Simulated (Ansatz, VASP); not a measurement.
**One calculation of Ba, two programs**

```
CELL_PARAMETERS angstrom
4.07163 0.00000 0.00000
0.00000 4.07163 0.00000
0.00000 0.00000 4.07163
ATOMIC_POSITIONS crystal
Ba 0.00000 0.00000 0.00000
```

Alike in both runs: task relaxation of cell and atoms; functional RPBE; k mesh 8 × 8 × 8; occupations fermi-dirac, width 0.1 eV; no spin polarisation.

|  | VASP | Ansatz |
| --- | --- | --- |
| version | VASP 6.6.1 | Ansatz 0.2.0 |
| potentials or method | VASP PAW PBE potentials, release 64 (Ba_sv), cutoff 600 eV | plane waves (420 eV) with PAW, scalar-relativistic |
| valence electrons in the cell | 10 | 10 |

|  | VASP | Ansatz | Ansatz less VASP |
| --- | --- | --- | --- |
| relaxed volume (Å³/atom) | 68.25 | 67.50 | -0.747 |
| relaxed cell length with the largest relative difference (Å) | 4.087 | 4.072 | -0.0150 |

VASP's potentials were made for PBE, not for RPBE.

Neither program's run includes spin-orbit coupling.
